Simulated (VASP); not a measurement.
# CdTe (I-4m2) in VASP: notebook, part 2 of 3

VASP 6.6.1. The steps go on from the part before.

## Step 3: Single point, PBE (strain -0.015 along x and y, -0.030 along z)

File INCAR:

```
SYSTEM = CdTe
PREC = Accurate
ENCUT = 520
EDIFF = 1E-7
ISMEAR = 0
SIGMA = 0.05
LREAL = .False.
LASPH = .True.
NELM = 80
ALGO = Normal
ISIF = 2
LWAVE = .False.
LCHARG = .True.
GGA = PE
LELF = .True.
LVHAR = .True.
NBANDS = 16
```

File KPOINTS:

```
regular mesh
0
Gamma
  10 10 10
  0 0 0
```

File POSCAR:

```
CdTe
1.0
    0.0000000000      3.2590563829      3.2094260826
    3.2590563829      0.0000000000      3.2094260826
    3.2590563829      3.2590563829      0.0000000000
Cd Te
1 1
Direct
    0.0000000000      0.0000000000      0.0000000000
    0.7500000000      0.7500000000      0.7500000000
```

Potentials or basis: VASP PAW PBE potentials, release 64 (Cd, Te).

Started as:

```sh
> cat potpaw_PBE.64/Cd/POTCAR potpaw_PBE.64/Te/POTCAR > POTCAR
> mpirun -np 1 vasp_std > vasp.out
```

OUTCAR:

```text
SYSTEM = CdTe
   PREC = Accurate
   ENCUT = 520
   EDIFF = 1E-7
   ISMEAR = 0
   LREAL = .False.
   LASPH = .True.
   NELM = 80
   ISIF = 2
   GGA = PE

 ion  position               nearest neighbor table
   1  0.000  0.000  0.000-   2 2.81   2 2.81   2 2.81   2 2.81
   2  0.750  0.750  0.750-   1 2.81   1 2.81   1 2.81   1 2.81

  LATTYP: Found a body centered tetragonal cell.
 ALAT       =     4.6090017372
 C/A-ratio  =     1.3926773152

  Lattice vectors:

 A1 = (   0.0000000000,  -3.2590563829,  -3.2094260826)
 A2 = (   0.0000000000,   3.2590563829,  -3.2094260826)
 A3 = (   3.2590563829,   0.0000000000,   3.2094260826)

Analysis of symmetry for initial positions (statically):
=====================================================================
 Subroutine PRICEL returns:
 Original cell was already a primitive cell.

 Routine SETGRP: Setting up the symmetry group for a
 body centered tetragonal supercell.

 Subroutine GETGRP returns: Found  8 space group operations
 (whereof  8 operations were pure point group operations)
 out of a pool of 16 trial point group operations.

The static configuration has the point symmetry D_2d.

Analysis of symmetry for dynamics (positions and initial velocities):
=====================================================================
 Subroutine PRICEL returns:
 Original cell was already a primitive cell.

 Routine SETGRP: Setting up the symmetry group for a
 body centered tetragonal supercell.

 Subroutine GETGRP returns: Found  8 space group operations
 (whereof  8 operations were pure point group operations)
 out of a pool of 16 trial point group operations.

The dynamic configuration has the point symmetry D_2d.

 Subroutine INISYM returns: Found  8 space group operations
 (whereof  8 operations are pure point group operations),
 and found     1 'primitive' translations

----------------------------------------------------------------------------------------

                                     Primitive cell

  volume of cell :      68.1775

  direct lattice vectors                    reciprocal lattice vectors
     0.000000000  3.259056383  3.209426083    -0.153418641  0.153418641  0.155791094
     3.259056383  0.000000000  3.209426083     0.153418641 -0.153418641  0.155791094
     3.259056383  3.259056383  0.000000000     0.153418641  0.153418641 -0.155791094

  length of vectors
     4.574042445  4.574042445  4.609001737     0.267105641  0.267105641  0.267105641

  position of ions in fractional coordinates (direct lattice)
     0.000000000  0.000000000  0.000000000
     0.750000000  0.750000000  0.750000000

  ion indices of the primitive-cell ions
   primitive index   ion index
                 1           1
                 2           2

----------------------------------------------------------------------------------------

 KPOINTS: regular mesh

Automatic generation of k-mesh.
 Grid dimensions read from file:
 generate k-points for:   10   10   10

 Generating k-lattice:

  Cartesian coordinates                     Fractional coordinates (reciprocal lattice)
    -0.015341864  0.015341864  0.015579109     0.100000000  0.000000000  0.000000000
     0.015341864 -0.015341864  0.015579109     0.000000000  0.100000000  0.000000000
     0.015341864  0.015341864 -0.015579109    -0.000000000 -0.000000000  0.100000000

  Length of vectors
     0.026710564  0.026710564  0.026710564

  Shift w.r.t. Gamma in fractional coordinates (k-lattice)
     0.000000000  0.000000000  0.000000000

 Subroutine IBZKPT returns following result:
 ===========================================

 Found    102 irreducible k-points:

 Following reciprocal coordinates:
            Coordinates               Weight
  0.000000  0.000000  0.000000      1.000000
  0.100000  0.000000  0.000000      8.000000
  0.200000  0.000000  0.000000      8.000000
  0.300000  0.000000  0.000000      8.000000
  0.400000  0.000000  0.000000      8.000000
  0.500000  0.000000  0.000000      4.000000
[... 16 lines left out ...]
  0.300000  0.300000  0.000000      2.000000
  0.400000  0.300000  0.000000      8.000000
 [... further k-points ...]
   k-points           NKPTS =    102   k-points in BZ     NKDIM =    102   number of bands    NBANDS=     16
   number of dos      NEDOS =    301   number of ions     NIONS =      2
   total plane-waves  NPLWV =  46656
   dimension x,y,z NGX =    36 NGY =   36 NGZ =   36
   dimension x,y,z NGXF=    72 NGYF=   72 NGZF=   72
   ions per type =               1   1
   NGX,Y,Z   is equivalent  to a cutoff of  13.08, 13.08, 12.99 a.u.
   NGXF,Y,Z  is equivalent  to a cutoff of  26.17, 26.17, 25.97 a.u.
 SYSTEM =  CdTe
   PREC   = accura    normal or accurate (medium, high low for compatibility)
   ISTART =      0    job   : 0-new  1-cont  2-samecut
   ICHARG =      2    charge: 1-file 2-atom 10-const
   ISPIN  =      1    spin polarized calculation?
   LNONCOLLINEAR =      F non collinear calculations
   LSORBIT =      F    spin-orbit coupling
   LASPH  =      T    aspherical Exc in radial PAW
   ENCUT  =  520.0 eV  38.22 Ry    6.18 a.u.   8.50  8.50  8.57*2*pi/ulx,y,z
   NELM   =     80;   NELMIN=  2; NELMDL= -5     # of ELM steps
   EDIFF  = 0.1E-06   stopping-criterion for ELM
   LREAL  =      F    real-space projection
   EDIFFG = 0.1E-05   stopping-criterion for IOM
   NSW    =      0    number of steps for IOM
   IBRION =     -1    ionic relax: 0-MD 1-quasi-New 2-CG
   NFREE  =      0    steps in history (QN), initial steepest desc. (CG)
   ISIF   =      2    stress and relaxation
   ISYM   =      2    0-nonsym 1-usesym 2-fastsym
   POTIM  = 0.5000    time-step for ionic-motion
   TEBEG  =    0.0;   TEEND  =   0.0 temperature during run
   PSTRESS=    0.0 pullay stress
   NELECT =      18.0000    total number of electrons
   NUPDOWN=      -1.0000    fix difference up-down
   EMIN   =  10.00;   EMAX   =-10.00  energy-range for DOS
   EFERMI =   0.00;   METHOD = LEGACY
   ISMEAR =     0;   SIGMA  =   0.05  broadening in eV -4-tet -1-fermi 0-gaus
   EFERMI_NEDOS =   21; number of points for ismear=-14 and -15
   IALGO  =     38    algorithm
   IMIX   =      4    mixing-type and parameters
     AMIX     =   0.40;   BMIX     =  1.00
     AMIX_MAG =   1.60;   BMIX_MAG =  1.00
  volume/ion in A,a.u.               =      34.09       230.04
  Fermi-wavevector in a.u.,A,eV,Ry     =   1.050232  1.984651 15.007056  1.102987
  Thomas-Fermi vector in A             =   2.185227
   LORBIT       =      0    0 simple, 1 ext, 2 COOP (PROOUT), +10 PAW based schemes
   GGA     = PE    functional components
   LHFCALC =     F    Hartree Fock is set to
   AEXX    =    0.0000 exact exchange contribution
   IVDW    =     0    specifies the selected vdW correction
   LEPSILON=     F    determine dielectric tensor
   LRPA    =     F    only Hartree local field effects (RPA)
 non-spin polarized calculation
 Gauss-broadening in eV      SIGMA  =   0.05
  energy-cutoff  :      520.00
  volume of cell :       68.18
 maximum number of plane-waves:      1857
 NGX is ok and might be reduce to    36
   NGX = 17   NGY = 17   NGZ = 17

 number of electron      17.9999997 magnetization

 Free energy of the ion-electron system (eV)
  ---------------------------------------------------
  ext. energy  EPLUGINS =         0.00000000
  ---------------------------------------------------
  free energy    TOTEN  =        -4.77770461 eV

  energy without entropy =       -4.77770461  energy(sigma->0) =       -4.77770461

 E-fermi :   2.5586     XC(G=0):  -8.5770

 val. band max:        2.3622155913   @ k =   0.0000   0.0000   0.0000
 cond. band min:       3.0953876889   @ k =   0.0000   0.0000   0.0000
 fundamental gap:      0.7331720976
 Fermi energy:         2.5586001753

 k-point     1 :       0.0000    0.0000    0.0000
  band No.  band energies     occupation
      1      -8.8326      2.00000
      2      -5.9504      2.00000
      3      -5.9504      2.00000
      4      -5.9467      2.00000
      5      -5.6913      2.00000
      6      -5.6889      2.00000
[... 8 lines left out ...]
     15      11.5793      0.00000
     16      11.7838      0.00000
[... 419 lines left out ...]
 k-point    24 :       0.4000    0.3000    0.0000
  band No.  band energies     occupation
      1      -8.4106      2.00000
      2      -5.8356      2.00000
      3      -5.8274      2.00000
      4      -5.7702      2.00000
      5      -5.6668      2.00000
      6      -5.4189      2.00000
[... 8 lines left out ...]
     15      12.7972      0.00000
     16      14.0711      0.00000

 [... further k-points ...]

------------------------ aborting loop because EDIFF is reached ----------------------------------------

  FORCE on cell =-STRESS in cart. coord.  units (eV):
  Direction    XX          YY          ZZ          XY          YZ          ZX
  --------------------------------------------------------------------------------------
  -------------------------------------------------------------------------------------
  Total        1.0808868      1.0808868      1.1716626      0.0000000      0.0000000     -0.0000000
  in kB       25.4009339     25.4009339     27.5341734      0.0000000      0.0000000     -0.0000000
  external PRESSURE =      26.1120137 kB  Pullay stress =       0.0000000 kB

 VOLUME and BASIS-vectors are now :
 -----------------------------------------------------------------------------
  energy-cutoff  :      520.00
  volume of cell :       68.18
      direct lattice vectors                 reciprocal lattice vectors
     0.000000000  3.259056383  3.209426083    -0.153418641  0.153418641  0.155791094
     3.259056383  0.000000000  3.209426083     0.153418641 -0.153418641  0.155791094
     3.259056383  3.259056383  0.000000000     0.153418641  0.153418641 -0.155791094

 POSITION                                       TOTAL-FORCE (eV/Angst)
 -----------------------------------------------------------------------------------
      0.00000      0.00000      0.00000         0.000000      0.000000      0.000000
      4.88858      4.88858      4.81414        -0.000000     -0.000000     -0.000000
 -----------------------------------------------------------------------------------
    total drift:                                0.000000      0.000000     -0.000000

  FREE ENERGIE OF THE ION-ELECTRON SYSTEM (eV)
  ---------------------------------------------------
  free  energy   TOTEN  =        -4.7777046079 eV

  energy  without entropy=       -4.7777046079  energy(sigma->0) =       -4.77770461
```

OSZICAR:

```text
N       E                     dE             d eps       ncg     rms          rms(c)
DAV:   1     0.101561738471E+03    0.10156E+03   -0.83259E+03  3288   0.977E+02
DAV:   2    -0.134138830785E+01   -0.10290E+03   -0.97762E+02  3888   0.236E+02
DAV:   3    -0.497289951808E+01   -0.36315E+01   -0.36259E+01  4088   0.462E+01
DAV:   4    -0.500652384870E+01   -0.33624E-01   -0.33623E-01  4928   0.388E+00
DAV:   5    -0.500660522131E+01   -0.81373E-04   -0.81372E-04  4288   0.180E-01    0.560E+00
DAV:   6    -0.479177722734E+01    0.21483E+00   -0.37065E-01  3960   0.732E+00    0.458E+00
DAV:   7    -0.477641865323E+01    0.15359E-01   -0.10799E-01  3976   0.212E+00    0.174E+00
DAV:   8    -0.477729446346E+01   -0.87581E-03   -0.10745E-02  3680   0.118E+00    0.474E-01
DAV:   9    -0.477761104574E+01   -0.31658E-03   -0.95035E-04  4048   0.325E-01    0.110E-01
DAV:  10    -0.477766696448E+01   -0.55919E-04   -0.11067E-04  4264   0.101E-01    0.560E-02
DAV:  11    -0.477770576912E+01   -0.38805E-04   -0.78068E-05  3960   0.578E-02    0.374E-02
DAV:  12    -0.477770481690E+01    0.95222E-06   -0.31511E-06  3960   0.148E-02    0.236E-02
DAV:  13    -0.477770449693E+01    0.31997E-06   -0.66310E-07  4264   0.398E-03    0.131E-02
DAV:  14    -0.477770457440E+01   -0.77461E-07   -0.11124E-06  3784   0.640E-03    0.681E-03
DAV:  15    -0.477770460790E+01   -0.33507E-07   -0.75469E-08  3696   0.229E-03
   1 F= -.47777046E+01 E0= -.47777046E+01  d E =-.563374E-11
```

It took 3 min on 1 thread of Intel Xeon 8259CL, shared host; peak memory 0.28 GiB.

Results:

* Free energy: -4.7777 eV
* Pressure: 2.6 GPa
* Band gap on the k mesh: 0.73 eV

Levels at points of the mesh, in eV from the valence-band top:
| k point | band 5 | band 6 | band 7 | band 8 | band 9 | band 10 | band 11 | band 12 | band 13 | band 14 |
| --- | --- | --- | --- | --- | --- | --- | --- | --- | --- | --- |
| (0.00, 0.00, 0.00) | -8.05 | -8.05 | -0.05 | -0.05 | 0.00 | 0.73 | 4.57 | 4.57 | 4.57 | 7.43 |
| (0.50, 0.00, 0.00) | -8.04 | -7.70 | -4.45 | -0.84 | -0.77 | 1.78 | 5.11 | 5.21 | 7.05 | 8.61 |
| (0.50, 0.50, 0.00) | -8.02 | -7.55 | -4.28 | -1.93 | -1.93 | 2.54 | 2.56 | 8.87 | 9.09 | 9.09 |
| (0.50, 0.00, 0.50) | -8.02 | -7.57 | -4.35 | -1.88 | -1.86 | 2.60 | 2.68 | 8.76 | 9.03 | 9.14 |

Caveat: the cell differs from its parent crystal (strain -0.015 along x and y, -0.030 along z); spin-orbit coupling is left out, which moves the levels of the heavy elements.

[end of part 2 of 3]
